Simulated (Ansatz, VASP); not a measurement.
Si3C in VASP and in Ansatz

INCAR

```
  ALGO = Normal
  EDIFF = 1E-7
  ENCUT = 520
  GGA = PE
  ISIF = 2
  ISMEAR = -1
  LASPH = True
  LCHARG = False
  LREAL = False
  LWAVE = False
  NBANDS = 16
  NELM = 80
  PREC = Accurate
  SIGMA = 0.02
```

The input KPOINTS:

```
k-points
0
Gamma
  8 8 8
```

POSCAR

```
Si3C
1.0
    1.6986092200      0.9806924904      5.8709470658
   -1.6986092200      0.9806924904      5.8709470658
    0.0000000000     -1.9613849808      5.8709470658
C Si
1 3
Direct
    0.9989692145     -0.0010307855     -0.0010307855
    0.4966194396      0.4966194396      0.4966194396
    0.3638777820      0.3638777820      0.3638777820
    0.8905335639      0.8905335639      0.8905335639
```

Input for Ansatz:

```yaml
crystal:
  lattice:
    - [1.69860922, 0.9806924904, 5.8709470658]
    - [-1.69860922, 0.9806924904, 5.8709470658]
    - [0.0, -1.9613849808, 5.8709470658]
  atoms:
    - { symbol: C, position: [0.9989692145, -0.0010307855, -0.0010307855] }
    - { symbol: Si, position: [0.4966194396, 0.4966194396, 0.4966194396] }
    - { symbol: Si, position: [0.363877782, 0.363877782, 0.363877782] }
    - { symbol: Si, position: [0.8905335639, 0.8905335639, 0.8905335639] }
kpoints:
  mp_grid: { grid: [8, 8, 8] }
  band_path:
    path:
      - [[0.0, 0.0, 0.0], [-0.5, -0.5, -0.5], [-0.5, -0.1852686011769, -0.8147313988231]]
      - [[-0.1852686011769, 0.1852686011769, -0.5], [3.715257531887e-16, 4.422047461102e-16, -0.5], [0.0, 0.0, 0.0], [3.887272748157e-16, 0.3426343005884, -0.3426343005884]]
      - [[-0.3426343005884, 4.25750640768e-16, -0.6573656994116], [-0.5, 2.387258068178e-16, -0.5], [0.0, 0.0, 0.0]]
    npoints: 10
hamiltonian:
  xc: pbe
scf:
  occupations: { method: fermi_dirac, width: 0.02 }
  n_extra_bands: 5
output:
  forces: true
  stress: true
  eigenvalues: true
```

Alike in both runs: task single point; functional PBE; k mesh 8 × 8 × 8; occupations fermi-dirac, width 0.02 eV; no spin polarisation.

|  | VASP | Ansatz |
| --- | --- | --- |
| version | VASP 6.6.1 | Ansatz 0.2.0 |
| potentials or method | VASP PAW PBE potentials, release 64 (C, Si) | plane waves, PAW |
| plane-wave cutoff (eV) | 520 | 420 |
| valence electrons in the cell | 16 | 16 |

|  | VASP | Ansatz | Ansatz less VASP |
| --- | --- | --- | --- |
| pressure (GPa) | 1.6 | 1.6 | +0.07 |
| traceless stress, the component that is largest in VASP (GPa) | 0.80 | 0.85 | +0.054 |
| rms of the force components (eV/Å) | 0.108 | 0.114 | +0.0059 |

Atom by atom the forces differ by 0.006 eV/Å (rms over components).
